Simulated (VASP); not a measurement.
# Si2Sn (P1) in VASP: single point with PBE

Aim: the single point of Si2Sn with PBE.

All numbers are computed with VASP 6.6.1; they aren't measurements. Logs are shortened: lines on timing, memory, paths and dates and some standing lists are left out, and cuts for length are marked.

**1. The cell of the first run**

The typed cell holds 12 atoms: a = 3.797 Å, b = 6.314 Å, c = 11.877 Å, α = 89.99°, β = 80.19°, γ = 90.00°.

**2. Single point, PBE**

INCAR reads:

```
SYSTEM = Si2Sn
PREC     = Accurate       ! precision mode
ENCUT    = 500            ! plane-wave cutoff, eV
EDIFF    = 1E-6           ! SCF threshold, eV
ISMEAR   = 0              ! smearing method
SIGMA    = 0.1            ! smearing width, eV
LREAL    = .FALSE.        ! projectors in reciprocal space
LASPH    = .TRUE.         ! aspherical terms in the spheres
NELM     = 120            ! most SCF steps
ALGO     = Normal         ! electronic algorithm
ISIF     = 2              ! what is computed and relaxed
LWAVE    = .FALSE.        ! write WAVECAR
LCHARG   = .FALSE.        ! write CHGCAR
GGA      = PE             ! functional
NBANDS   = 56             ! bands
GGA_COMPAT= .FALSE.
```

KPOINTS reads:

```
Automatic mesh
0
G
  4 4 2
  0 0 0
```

POSCAR reads:

```
Si2Sn
1.0
    3.7815005228     -0.0347187712      0.3378048708
    0.0592483395      6.3140122366     -0.0097339142
    0.9749844871      0.0106593064     11.8373939259
Si Sn
8 4
Direct
    1.0006940401      0.6868630857      0.1383182582
    1.0044296040      0.6841547973      0.6378903379
    0.5574197102      0.8135912878      0.5400222572
    0.5537268236      0.8159769830      0.0401058869
    0.5588301695      0.1841378484      0.5398811506
    0.5519283313      0.1866168844      0.0404631546
   -0.0006863136      0.3160934999      0.1384798283
    1.0059598634      0.3133713133      0.6380430037
    0.4388004804      0.7517211001      0.3219649612
    0.4445509933      0.7520627308      0.8213508141
    0.4386645082      0.2474971164      0.3221039893
    0.4456817894      0.2479133530      0.8213763581
```

Potentials or basis: VASP PAW PBE potentials, release 64 (Si, Sn_d).

On the command line:

```sh
$ cat potpaw_PBE.64/Si/POTCAR potpaw_PBE.64/Sn_d/POTCAR > POTCAR
$ mpirun -np 1 vasp_std > vasp.out
```

OUTCAR:

```text
SYSTEM = Si2Sn
   PREC = Accurate
   ENCUT = 500
   EDIFF = 1E-6
   ISMEAR = 0
   LREAL = .FALSE.
   LASPH = .TRUE.
   NELM = 120
   ISIF = 2
   GGA = PE

 ion  position               nearest neighbor table
   1  0.001  0.687  0.138-   7 2.34   4 2.36   4 2.37   9 2.81   9 2.99
   2  0.004  0.684  0.638-   8 2.34   3 2.36   3 2.37  10 2.81  10 2.99
   3  0.557  0.814  0.540-   5 2.34   2 2.36   2 2.37   9 2.73  10 3.32
   4  0.554  0.816  0.040-   6 2.34   1 2.36   1 2.37  10 2.73   9 3.33
   5  0.559  0.184  0.540-   3 2.34   8 2.36   8 2.37  11 2.73  12 3.32
   6  0.552  0.187  0.040-   4 2.34   7 2.36   7 2.37  12 2.73  11 3.32
   7  0.999  0.316  0.138-   1 2.34   6 2.36   6 2.37  11 2.81  11 2.99
   8  0.006  0.313  0.638-   2 2.34   5 2.36   5 2.37  12 2.80  12 2.99
   9  0.439  0.752  0.322-   3 2.73   1 2.81   1 2.99  11 3.13  11 3.18   4 3.33
  10  0.445  0.752  0.821-   4 2.73   2 2.81   2 2.99  12 3.13  12 3.18   3 3.32
  11  0.439  0.247  0.322-   5 2.73   7 2.81   7 2.99   9 3.13   9 3.18   6 3.32
  12  0.446  0.248  0.821-   6 2.73   8 2.80   8 2.99  10 3.13  10 3.18   5 3.32

  LATTYP: Found a triclinic cell.
 ALAT       =    11.8774830384
 B/A-ratio  =     0.3196567388
 C/A-ratio  =     0.5316191734
 COS(alpha) =     0.0000644341
 COS(beta)  =     0.0001312706
 COS(gamma) =     0.1704221601

  Lattice vectors:

 A1 = (   0.9749844871,   0.0106593064,  11.8373939259)
 A2 = (   3.7815005228,  -0.0347187712,   0.3378048708)
 A3 = (   0.0592483395,   6.3140122366,  -0.0097339142)

Analysis of symmetry for initial positions (statically):
=====================================================================
 Subroutine PRICEL returns:
 Original cell was already a primitive cell.

 Routine SETGRP: Setting up the symmetry group for a
 triclinic supercell.

 Subroutine GETGRP returns: Found  1 space group operations
 (whereof  1 operations were pure point group operations)
 out of a pool of  2 trial point group operations.

The static configuration has the point symmetry C_1 .

Analysis of symmetry for dynamics (positions and initial velocities):
=====================================================================
 Subroutine PRICEL returns:
 Original cell was already a primitive cell.

 Routine SETGRP: Setting up the symmetry group for a
 triclinic supercell.

 Subroutine GETGRP returns: Found  1 space group operations
 (whereof  1 operations were pure point group operations)
 out of a pool of  2 trial point group operations.

The dynamic configuration has the point symmetry C_1 .

 Subroutine INISYM returns: Found  1 space group operations
[... 124 lines left out ...]
   NUPDOWN=      -1.0000    fix difference up-down
   EMIN   =  10.00;   EMAX   =-10.00  energy-range for DOS
   EFERMI =   0.00;   METHOD = LEGACY
   ISMEAR =     0;   SIGMA  =   0.10  broadening in eV -4-tet -1-fermi 0-gaus
   EFERMI_NEDOS =   21; number of points for ismear=-14 and -15
   IALGO  =     38    algorithm
   IMIX   =      4    mixing-type and parameters
     AMIX     =   0.40;   BMIX     =  1.00
     AMIX_MAG =   1.60;   BMIX_MAG =  1.00
  volume/ion in A,a.u.               =      23.38       157.79
  Fermi-wavevector in a.u.,A,eV,Ry     =   1.112286  2.101916 16.832862  1.237180
  Thomas-Fermi vector in A             =   2.248859
   LORBIT       =      0    0 simple, 1 ext, 2 COOP (PROOUT), +10 PAW based schemes
   GGA     = PE    functional components
   LHFCALC =     F    Hartree Fock is set to
   AEXX    =    0.0000 exact exchange contribution
   IVDW    =     0    specifies the selected vdW correction
   LEPSILON=     F    determine dielectric tensor
   LRPA    =     F    only Hartree local field effects (RPA)
 non-spin polarized calculation
 Gauss-broadening in eV      SIGMA  =   0.10
  energy-cutoff  :      500.00
  volume of cell :      280.58
 maximum number of plane-waves:      7157
   NGX = 13   NGY = 23   NGZ = 43

 number of electron      87.9999983 magnetization

 Free energy of the ion-electron system (eV)
  ---------------------------------------------------
  ext. energy  EPLUGINS =         0.00000000
  ---------------------------------------------------
  free energy    TOTEN  =       -55.82254996 eV

  energy without entropy =      -55.81747883  energy(sigma->0) =      -55.82001440

 E-fermi :   6.1984     XC(G=0):  -9.6048

 val. band max:        6.1129319547   @ k =   0.2500  -0.0000   0.5000
 cond. band min:       6.2897478679   @ k =   0.5000   0.2500   0.0000
 fundamental gap:      0.1768159132
 Fermi energy:         6.1983605610

 k-point     1 :       0.0000    0.0000    0.0000
  band No.  band energies     occupation
      1     -15.2028      2.00000
      2     -15.2024      2.00000
      3     -15.1021      2.00000
      4     -15.1014      2.00000
      5     -15.0964      2.00000
      6     -15.0951      2.00000
[... 1169 lines left out ...]
     55       8.8558      0.00000
     56       8.8711      0.00000

------------------------ aborting loop because EDIFF is reached ----------------------------------------

  FORCE on cell =-STRESS in cart. coord.  units (eV):
  Direction    XX          YY          ZZ          XY          YZ          ZX
  --------------------------------------------------------------------------------------
  -------------------------------------------------------------------------------------
  Total       -0.2514226     -0.1516310     -0.0582755     -0.0145257     -0.0148452      0.2624933
  in kB       -1.4356787     -0.8658466     -0.3327659     -0.0829448     -0.0847694      1.4988952
  external PRESSURE =      -0.8780971 kB  Pullay stress =       0.0000000 kB

 VOLUME and BASIS-vectors are now :
 -----------------------------------------------------------------------------
  energy-cutoff  :      500.00
  volume of cell :      280.58
      direct lattice vectors                 reciprocal lattice vectors
     3.781500523 -0.034718771  0.337804871     0.266381788 -0.002533448 -0.021938199
     0.059248339  6.314012237 -0.009733914     0.001477581  0.158363628 -0.000264304
     0.974984487  0.010659306 11.837393926    -0.007600548  0.000202520  0.085103889

 POSITION                                       TOTAL-FORCE (eV/Angst)
 -----------------------------------------------------------------------------------
      0.17818      4.33831      1.63088        -0.008827     -0.005822      0.004183
      0.67922      4.32641      7.54580         0.007408      0.001787      0.013308
      2.68260      5.12343      6.57284        -0.016020      0.018108      0.007604
      2.18137      5.13329      0.65386        -0.008195      0.006542      0.033115
      2.65050      1.14900      6.57777        -0.002103     -0.005267      0.020621
      2.13762      1.15957      0.66361         0.002699     -0.014470      0.030853
      3.93265      1.96260      1.97374        -0.013995     -0.010679     -0.003148
      0.66319      1.98522      7.55173        -0.007906      0.004637      0.003635
      2.01777      4.73457      3.95214         0.015210      0.000647     -0.030452
      2.52643      4.74185      9.86550         0.011079     -0.002586     -0.021782
      1.98752      1.55090      3.95865         0.014692      0.006424     -0.032452
      2.50086      1.55861      9.87110         0.005958      0.000680     -0.025487
 -----------------------------------------------------------------------------------
    total drift:                                0.001796     -0.000102     -0.001614

  FREE ENERGIE OF THE ION-ELECTRON SYSTEM (eV)
  ---------------------------------------------------
  free  energy   TOTEN  =       -55.8225499636 eV

  energy  without entropy=      -55.8174788291  energy(sigma->0) =      -55.82001440
```

OSZICAR:

```text
N       E                     dE             d eps       ncg     rms          rms(c)
DAV:   1     0.807322831428E+03    0.80732E+03   -0.37855E+04  2376   0.179E+03
DAV:   2     0.723727688939E+02   -0.73495E+03   -0.71174E+03  2248   0.521E+02
DAV:   3    -0.495267450704E+02   -0.12190E+03   -0.11741E+03  2552   0.176E+02
DAV:   4    -0.569920693826E+02   -0.74653E+01   -0.73362E+01  2744   0.443E+01
DAV:   5    -0.572386041862E+02   -0.24653E+00   -0.24601E+00  3016   0.867E+00    0.963E+00
DAV:   6    -0.559443031600E+02    0.12943E+01   -0.24803E+00  2720   0.649E+00    0.559E+00
DAV:   7    -0.558342924509E+02    0.11001E+00   -0.16394E+00  2832   0.395E+00    0.141E+00
DAV:   8    -0.558200261049E+02    0.14266E-01   -0.35413E-01  2576   0.259E+00    0.755E-01
DAV:   9    -0.558234567988E+02   -0.34307E-02   -0.26647E-02  2648   0.761E-01    0.271E-01
DAV:  10    -0.558223766163E+02    0.10802E-02   -0.53959E-03  3000   0.383E-01    0.128E-01
DAV:  11    -0.558227097844E+02   -0.33317E-03   -0.37746E-03  2832   0.266E-01    0.849E-02
DAV:  12    -0.558225532645E+02    0.15652E-03   -0.84631E-04  2600   0.136E-01    0.526E-02
DAV:  13    -0.558225506177E+02    0.26468E-05   -0.13913E-04  2720   0.484E-02    0.156E-02
DAV:  14    -0.558225503284E+02    0.28937E-06   -0.11737E-05  2104   0.230E-02    0.126E-02
DAV:  15    -0.558225499636E+02    0.36478E-06   -0.16047E-06  1680   0.920E-03
   1 F= -.55822550E+02 E0= -.55820014E+02  d E =-.507113E-02
```

stdout:

```text
POSCAR found type information on POSCAR SiSn
 POSCAR found :  2 types and      12 ions
 scaLAPACK will be used
 LDA part: xc-table for (Slater+PW92), standard interpolation
 POSCAR, INCAR and KPOINTS ok, starting setup
 FFT: planning ... GRIDC
 FFT: planning ... GRID_SOFT
 FFT: planning ... GRID
 WAVECAR not read
 entering main loop
```

Run time: 6.9 min. Hardware: 1 thread of Oxide Virtual Turin-like, shared host; peak memory 0.43 GiB.

What came out:

| Item | Value |
| --- | --- |
| Free energy | -55.8225 eV |
| Pressure | -0.1 GPa |
| Largest force | 0.036 eV/Å |
| Band gap on the k mesh | zero (bands 44 and 45 overlap by 1.52 eV) |

Forces in eV/Å, atoms in the order of the input:
```
Si  -0.009 -0.006  0.004
Si   0.007  0.002  0.013
Si  -0.016  0.018  0.008
Si  -0.008  0.007  0.033
Si  -0.002 -0.005  0.021
Si   0.003 -0.014  0.031
Si  -0.014 -0.011 -0.003
Si  -0.008  0.005  0.004
Sn   0.015  0.001 -0.030
Sn   0.011 -0.003 -0.022
Sn   0.015  0.006 -0.032
Sn   0.006  0.001 -0.025
```

Levels at points of the mesh, in eV from the Fermi level:
```csv
k point,band 42,band 43,band 44,band 45,band 46,band 47
"(0.00, 0.00, 0.00)",-0.24,0.27,0.69,0.85,1.07,1.45
"(0.50, 0.00, 0.00)",-2.10,-1.12,-0.82,-0.58,-0.40,0.54
"(0.00, 0.50, 0.00)",-0.52,0.63,0.81,0.86,1.01,1.52
"(0.50, 0.50, 0.00)",-1.22,-0.21,-0.12,0.20,0.49,0.96
"(0.00, 0.00, 0.50)",-0.55,0.35,0.37,1.46,1.48,2.12
"(0.50, 0.00, 0.50)",-1.75,-1.62,-1.61,-0.65,-0.63,0.82
"(0.00, 0.50, 0.50)",0.12,0.27,0.28,1.46,1.47,1.62
"(0.50, 0.50, 0.50)",-1.35,-1.15,-1.14,1.08,1.09,1.25
```

Caveat: the k points lie up to 0.42 Å⁻¹ apart, too coarse for converged energies and pressures of a metal; spin-orbit coupling is left out, which moves the levels of the heavy elements.

The gap in the log of VASP goes by the Fermi energy; the results here count the filled bands.